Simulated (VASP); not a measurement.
# Au (I4/mmm) in VASP: notebook, part 2 of 2

VASP 6.6.1. Earlier steps stand in the parts before.

### 5 Single point, r2SCAN (strain +0.015 along x and y, -0.030 along z)

Input file POSCAR:

```
Au
1.0
   -1.6821280350      1.6821280350      1.6075509300
    1.6821280350     -1.6821280350      1.6075509300
    1.6821280350      1.6821280350     -1.6075509300
Au
1
Direct
    0.0000000000      0.0000000000      0.0000000000
```

Input file INCAR.step1:

```
  PREC = Accurate
  ENCUT = 520
  ISMEAR = 0
  SIGMA = 0.15
  LREAL = F
  LASPH = T
  NELM = 100
  NBANDS = 12
  GGA = PE
  ALGO = Normal
  EDIFF = 1E-4
  LWAVE = T
  LCHARG = F
```

Input file INCAR.step2:

```
  PREC = Accurate
  ENCUT = 520
  EDIFF = 1E-7
  ISMEAR = 0
  SIGMA = 0.15
  LREAL = F
  LASPH = T
  NELM = 100
  ALGO = Normal
  ISIF = 2
  LWAVE = F
  LCHARG = T
  METAGGA = R2SCAN
  LMIXTAU = T
  LELF = T
  LVHAR = T
  NBANDS = 12
  ISTART = 1
```

Input file KPOINTS:

```
regular mesh
0
Gamma
  20 20 20
```

The run is started by

```sh
$ cat potpaw_PBE.64/Au/POTCAR > POTCAR
$ cp INCAR.step1 INCAR
$ mpirun -np 1 vasp_std > vasp.out
$ cp INCAR.step2 INCAR
$ mpirun -np 1 vasp_std > vasp.out
```

It took 4.3 min on 1 thread of Intel Xeon 6975P-C, shared host; peak memory 0.26 GiB.

Results (log left out):

```
Free energy : -50.5687 eV
Pressure    : -4.4 GPa
```

Stress tensor (GPa, compression positive):
```
-4.24  0.00  0.00
 0.00 -4.24  0.00
 0.00  0.00 -4.69
```

Levels at points of the mesh, in eV from the Fermi level:
| k point | band 3 | band 4 | band 5 | band 6 | band 7 | band 8 | band 9 | band 10 |
| --- | --- | --- | --- | --- | --- | --- | --- | --- |
| (0.00, 0.00, 0.00) | -4.78 | -4.78 | -3.28 | -2.95 | 17.02 | 17.02 | 17.87 | 23.53 |
| (0.50, 0.00, 0.00) | -3.21 | -2.80 | -1.65 | -0.18 | 3.36 | 12.73 | 13.61 | 21.27 |
| (0.50, 0.50, 0.00) | -3.47 | -3.04 | -1.71 | -0.43 | 2.98 | 13.42 | 14.66 | 22.63 |
| (0.50, 0.50, 0.50) | -2.04 | -2.04 | -1.95 | 6.06 | 6.06 | 7.40 | 9.17 | 15.48 |

Caveat: the cell differs from its parent crystal (strain +0.015 along x and y, -0.030 along z); the PAW data sets were made with another functional, which shifts forces and pressure a little; spin-orbit coupling is left out, which moves the levels of the heavy elements.

### 6 Single point, r2SCAN (strain +0.000 along x and y, +0.015 along z)

Input file POSCAR:

```
Au
1.0
   -1.6572690000      1.6572690000      1.6821280350
    1.6572690000     -1.6572690000      1.6821280350
    1.6572690000      1.6572690000     -1.6821280350
Au
1
Direct
    0.0000000000      0.0000000000      0.0000000000
```

Input file INCAR.step1:

```
PREC = Accurate
ENCUT = 520
ISMEAR = 0
SIGMA = 0.15
LREAL = F
LASPH = T
NELM = 60
NBANDS = 12
GGA = PE
ALGO = Normal
EDIFF = 1E-4
LWAVE = T
LCHARG = F
```

Input file INCAR.step2:

```
PREC = Accurate
ENCUT = 520
EDIFF = 1E-6
ISMEAR = 0
SIGMA = 0.15
LREAL = F
LASPH = T
NELM = 60
ALGO = Normal
ISIF = 2
LWAVE = F
LCHARG = F
METAGGA = R2SCAN
LMIXTAU = T
NBANDS = 12
ISTART = 1
```

Input file KPOINTS:

```
Automatic mesh
0
Gamma
  20 20 20
```

Potentials or basis: VASP PAW PBE potentials, release 64 (Au).

The run is started by

```sh
$ cat potpaw_PBE.64/Au/POTCAR > POTCAR
$ cp INCAR.step1 INCAR
$ mpirun -np 1 vasp_std > vasp.out
$ cp INCAR.step2 INCAR
$ mpirun -np 1 vasp_std > vasp.out
```

It took 4.2 min on 1 thread of Intel Xeon 6975P-C, shared host; peak memory 0.27 GiB.

Results (log left out):

```
Free energy : -50.5589 eV
Pressure    : -6.3 GPa
```

Levels at points of the mesh, in eV from the Fermi level:
```tsv
k point	band 4	band 5	band 6	band 7	band 8	band 9
(0.00, 0.00, 0.00)	-4.73	-3.11	-3.01	17.12	17.38	17.38
(0.50, 0.00, 0.00)	-2.91	-1.67	-0.22	3.10	13.01	13.95
(0.50, 0.50, 0.00)	-2.87	-1.65	-0.14	3.22	12.79	13.61
(0.50, 0.50, 0.50)	-1.99	-1.99	6.20	6.62	6.62	9.06
```

Caveat: the cell differs from its parent crystal (strain +0.000 along x and y, +0.015 along z); the PAW data sets were made with another functional, which shifts forces and pressure a little; spin-orbit coupling is left out, which moves the levels of the heavy elements.

### 7 Single point, r2SCAN (strain +0.000 along x and y, +0.030 along z)

Input file POSCAR:

```
Au
1.0
   -1.6572690000      1.6572690000      1.7069870700
    1.6572690000     -1.6572690000      1.7069870700
    1.6572690000      1.6572690000     -1.7069870700
Au
1
Direct
    0.0000000000      0.0000000000      0.0000000000
```

Input file INCAR.step1:

```
PREC = Accurate
ENCUT = 520
ISMEAR = 0
SIGMA = 0.15
LREAL = False
LASPH = True
NELM = 100
NBANDS = 12
GGA = PE
ALGO = Normal
EDIFF = 1E-4
LWAVE = True
LCHARG = False
```

Input file INCAR.step2:

```
PREC = Accurate
ENCUT = 520
EDIFF = 1E-6
ISMEAR = 0
SIGMA = 0.15
LREAL = False
LASPH = True
NELM = 100
ALGO = Normal
ISIF = 2
LWAVE = False
LCHARG = True
METAGGA = R2SCAN
LMIXTAU = True
LELF = True
LVHAR = True
NBANDS = 12
ISTART = 1
```

KPOINTS is that of step 6.

The run is started by

```sh
$ cat potpaw_PBE.64/Au/POTCAR > POTCAR
$ cp INCAR.step1 INCAR
$ mpirun -np 1 vasp_std > vasp.out
$ cp INCAR.step2 INCAR
$ mpirun -np 1 vasp_std > vasp.out
```

It took 4.4 min on 1 thread of Intel Xeon 6975P-C, shared host; peak memory 0.27 GiB.

Results (log left out):

```yaml
Free_energy: -50.5472 eV
Pressure: -7.8 GPa
```

Stress tensor (GPa, compression positive):
```
-7.87  0.00  0.00
 0.00 -7.87  0.00
 0.00  0.00 -7.62
```

Levels at points of the mesh, in eV from the Fermi level:
```tsv
k point	band 3	band 4	band 5	band 6	band 7	band 8	band 9	band 10
(0.00, 0.00, 0.00)	-4.77	-4.60	-3.12	-2.94	16.95	17.44	17.44	22.84
(0.50, 0.00, 0.00)	-3.26	-2.87	-1.68	-0.18	2.98	13.07	13.95	21.57
(0.50, 0.50, 0.00)	-3.02	-2.81	-1.64	-0.02	3.22	12.62	13.29	20.71
(0.50, 0.50, 0.50)	-2.04	-1.98	-1.98	5.91	6.75	6.75	8.86	15.37
```

Caveat: the cell differs from its parent crystal (strain +0.000 along x and y, +0.030 along z); the PAW data sets were made with another functional, which shifts forces and pressure a little; spin-orbit coupling is left out, which moves the levels of the heavy elements.

### 8 Summary

```csv
cell,gap on the mesh (eV),pressure (GPa)
"a = 2.842 Å, angles 109.9, 109.9, 108.7°, 1 atom",none,-0.4
"a = 2.856 Å, angles 109.1, 109.1, 110.3°, 1 atom",none,-2.6
"a = 2.871 Å, angles 110.7, 110.7, 107.0°, 1 atom",none,-4.4
"a = 2.871 Å, angles 108.3, 108.3, 111.9°, 1 atom",none,-4.4
"a = 2.885 Å, angles 109.9, 109.9, 108.7°, 1 atom",none,-6.3
"a = 2.899 Å, angles 110.3, 110.3, 107.9°, 1 atom",none,-7.8
```

Alike in all rows: task single point; level r2SCAN; potentials or basis VASP PAW PBE potentials, release 64 (Au); no spin polarisation; k mesh 20 × 20 × 20; cutoff (eV) 520; smearing gaussian 0.15 eV.

Caveats: the PAW data sets were made with another functional, which shifts forces and pressure a little; spin-orbit coupling is left out, which moves the levels of the heavy elements.

Total energies depend on the potentials used, so only differences within one code and one set of settings carry meaning.
